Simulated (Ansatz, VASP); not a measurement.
As in VASP and in Ansatz

```
As
1.0
     1.90555    1.10017    3.56030
    -1.90555    1.10017    3.56030
     0.00000   -2.20034    3.56030
As
2
Direct
  0.22600 0.22600 0.22600
  0.77400 0.77400 0.77400
```

Change from the starting cell: volume scaled by 1.04.

Alike in both runs: task single point; functional PBEsol; k mesh 9 × 9 × 9; occupations fermi-dirac, width 0.1 eV; no spin polarisation.

```csv
,VASP,Ansatz
version,VASP 6.6.1,Ansatz 0.2.0
potentials or method,"VASP PAW PBE potentials, release 64 (As), cutoff 520 eV","all-electron LAPW, inner shells corrected to Dirac's equation"
```

|  | VASP | Ansatz | Ansatz less VASP |
| --- | --- | --- | --- |
| gap on the k mesh at the Fermi level (eV) | none | none | - |
| pressure (GPa) | -2.2 | -2.5 | -0.33 |
| traceless stress, the component that is largest in VASP (GPa) | 0.12 | 0.23 | +0.105 |
| rms of the force components (eV/Å) | 0.098 | 0.063 | -0.0349 |

VASP's potentials were made for PBE, not for PBEsol. Atom by atom the forces differ by 0.035 eV/Å (rms over components). A gap of «none» marks a metal or a gap that the smearing closes. Ansatz ran all-electron here, and VASP with PAW potentials.
